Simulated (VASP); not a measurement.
CoC:

```
CELL_PARAMETERS angstrom
0.00000 2.07520 2.07520
2.07520 0.00000 2.07520
2.07520 2.07520 0.00000
ATOMIC_POSITIONS crystal
Co 0.00000 0.00000 0.00000
C 0.50000 0.50000 0.50000
```

* Program: VASP 6.6.1
* Task: relaxation of cell and atoms
* Functional: r2SCAN
* Potentials or basis: VASP PAW PBE potentials, release 64 (Co, C)
* Cutoff: 600 eV
* k mesh: 8 × 8 × 8
* Occupations: gaussian, width 0.1 eV
* Spin: collinear spin, ferromagnetic start
* Starting moments: [0.52, 0.0] μB

At the start: pressure -30.0 GPa; volume 8.94 Å³/atom.

Q: How do energy, volume and symmetry change on relaxing?

A: Over 4 steps the energy falls by 105.8 meV/atom and the volume is 7.93 Å³/atom (-11.2 %); space group Fm-3m (No. 225, to 0.1 Å) before and after; moment 0.49 μB per cell.

Step by step:
| step | energy change (eV) | largest force (eV/Å) | pressure (GPa) | volume (Å³) |
| --- | --- | --- | --- | --- |
| 1 | 0.0000 | 0.0000 | -30.01 | 17.87 |
| 2 | 0.1087 | 0.0000 | 58.81 | 13.88 |
| 3 | -0.2113 | 0.0000 | -1.09 | 15.91 |
| 4 | -0.2115 | 0.0000 | -0.14 | 15.86 |

Final structure:
```
Co C
1.0
     0.00000    1.99429    1.99429
     1.99429    0.00000    1.99429
     1.99429    1.99429    0.00000
Co C
1 1
Direct
  0.00000 0.00000 0.00000
  0.50000 0.50000 0.50000
```

Caveat: the PAW data sets were made with another functional, which shifts forces and pressure a little.
